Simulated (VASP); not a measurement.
Set up this calculation in VASP 6.6.1, as the native input.

- Task: single point
- Functional: LDA
- Potentials or basis: VASP PAW LDA potentials, release 64 (I)
- Cutoff: 500 eV
- k mesh: 5 × 5 × 2
- Occupations: gaussian, width 0.05 eV
- Spin: no spin polarisation
- Dipole correction: no
- Further INCAR settings: ALGO = Normal; EDIFF = 1e-06; NBANDS = 22

The structure of I lies in POSCAR:

```
I
1.0
    3.5806895926     -2.1346850670      0.0000000000
    3.5806895926      2.1346850670      0.0000000000
    0.0000000000      0.0000000000      9.6279655856
I
4
Direct
    0.8254383594      0.1745616406      0.8768652967
    0.3254383594      0.6745616406      0.6231347033
    0.1745616406      0.8254383594      0.1231347033
    0.6745616406      0.3254383594      0.3768652967
```

The input as run:

INCAR

```
SYSTEM = I
PREC = Accurate ; ENCUT = 500
EDIFF = 1E-6 ; ISMEAR = 0
SIGMA = 0.05 ; LREAL = .False.
LASPH = .True. ; NELM = 120
ALGO = Normal ; ISIF = 2
LWAVE = .False. ; LCHARG = .False.
GGA = CA ; NBANDS = 22
GGA_COMPAT = .False.
```

KPOINTS

```
Automatic mesh
0
Gamma
  5 5 2
  0 0 0
```

Potentials or basis: VASP PAW LDA potentials, release 64 (I).

Run with:

```bash
$ cat potpaw_LDA.64/I/POTCAR > POTCAR
$ mpirun -np 1 vasp_std > vasp.out
```

It gave:

- Pressure: 0.1 GPa
- Largest force: 0.008 eV/Å
- Band gap on the k mesh: 0.77 eV (least direct gap 1.01 eV)

Caveat: spin-orbit coupling is left out, which moves the levels of the heavy elements; an odd mesh through Γ misses points on the zone boundary, where band edges can lie.

It took 41 s on 1 thread of Intel Xeon 8259CL, on a shared host, peak memory 0.21 GiB.
